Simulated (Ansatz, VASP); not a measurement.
**RbBr in VASP and in Ansatz**

The input INCAR:

```
PREC     = Accurate       # precision mode
ENCUT    = 520            # plane-wave cutoff, eV
EDIFF    = 1E-6           # SCF threshold, eV
ISMEAR   = 0              # smearing method
SIGMA    = 0.05           # smearing width, eV
LREAL    = F              # projectors in reciprocal space
LASPH    = T              # aspherical terms in the spheres
NELM     = 60             # most SCF steps
ALGO     = Normal         # electronic algorithm
ISIF     = 2              # what is computed and relaxed
LWAVE    = F              # write WAVECAR
LCHARG   = F              # write CHGCAR
NBANDS   = 15             # bands
```

Contents of KPOINTS:

```
Automatic mesh
0
Gamma
  6 6 6
```

File POSCAR:

```
RbBr
1.0
    0.0000000000      3.7017000000      3.1533000000
    3.7017000000      0.0000000000      3.1533000000
    3.7017000000      3.7017000000      0.0000000000
Rb Br
1 1
Direct
    0.0000000000      0.0000000000      0.0000000000
    0.5000000000      0.5000000000      0.5000000000
```

Input for Ansatz:

```yaml
crystal:
  lattice:
    - [0.0, 3.7017, 3.1533]
    - [3.7017, 0.0, 3.1533]
    - [3.7017, 3.7017, 0.0]
  atoms:
    - { symbol: Rb, position: [0.0, 0.0, 0.0] }
    - { symbol: Br, position: [0.5, 0.5, 0.5] }
basis:
  ecutwfc: 420
kpoints:
  mp_grid: { grid: [6, 6, 6] }
hamiltonian:
  xc: lda
scf:
  occupations: { method: gaussian, width: 0.05 }
output:
  forces: true
  stress: true
  eigenvalues: true
```

Change from the starting cell: strain +0.080 along x and y, -0.080 along z, atoms carried along.

Alike in both runs: task single point; functional LDA; k mesh 6 × 6 × 6; occupations gaussian, width 0.05 eV; no spin polarisation.

|  | VASP | Ansatz |
| --- | --- | --- |
| version | VASP 6.6.1 | Ansatz 0.2.0 |
| potentials or method | VASP PAW LDA potentials, release 64 (Rb_sv, Br), cutoff 520 eV | scalar-relativistic, plane waves, PAW |
| valence electrons in the cell | 16 | 16 |

VASP gave:

| Item | Value |
| --- | --- |
| gap on the k mesh at the Fermi level (eV) | 3.59 |
| least direct gap on the mesh (eV) | 3.59 |
| pressure (GPa) | -0.8 |
| traceless stress, the component that is largest in VASP (GPa) | 3.05 |

**Question.** Which values does Ansatz return?

**Answer.** gap on the k mesh at the Fermi level (eV): 3.58; least direct gap on the mesh (eV): 3.58; pressure (GPa): -0.8; traceless stress, the component that is largest in VASP (GPa): 2.98.

LDA's correlation is that of Perdew and Zunger in VASP and of Perdew and Wang (1992) in Ansatz.
